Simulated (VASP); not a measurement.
A run of VASP 6.6.1:

The input INCAR:

```
SYSTEM = Sb
PREC     = Accurate       ! precision mode
ENCUT    = 600            ! plane-wave cutoff, eV
EDIFF    = 1E-7           ! SCF threshold, eV
ISMEAR   = -1             ! smearing method
SIGMA    = 0.1            ! smearing width, eV
LREAL    = .False.        ! projectors in reciprocal space
LASPH    = .True.         ! aspherical terms in the spheres
NELM     = 60             ! most SCF steps
ALGO     = Normal         ! electronic algorithm
ISIF     = 3              ! what is computed and relaxed
LWAVE    = .False.        ! write WAVECAR
LCHARG   = .False.        ! write CHGCAR
GGA      = RE             ! functional
IBRION   = 2              ! ionic algorithm
NSW      = 80             ! ionic steps
EDIFFG   = -0.01          ! ionic threshold
```

KPOINTS

```
Automatic mesh
0
Gamma
  11 11 3
  0 0 0
```

The input POSCAR:

```
Sb
1.0
    3.3749600568      0.0000000000      0.0000000000
   -1.6874800284      2.9228011460      0.0000000000
    0.0000000000      0.0000000000     11.0226195456
Sb
4
Direct
    0.0000000000      0.0000000000      0.0000000000
    0.0000000000      0.0000000000      0.5000000000
    0.3333333333      0.6666666667      0.2500000000
    0.6666666667      0.3333333333      0.7500000000
```

Potentials or basis: VASP PAW PBE potentials, release 64 (Sb).

Run with:

```console
$ cat potpaw_PBE.64/Sb/POTCAR > POTCAR
$ mpirun -np 1 vasp_std > vasp.out
```

Hardware: 1 thread of AMD EPYC 9R45 96-Core Processor (Zen 5), with other jobs on the host.

Q: How long does it take, and how much memory?

A: It took 110 s on 1 thread of AMD EPYC 9R45 96-Core Processor (Zen 5) (shared host), peak memory 0.25 GiB. Counts: scf iterations 44, k points 32, ion steps 5.
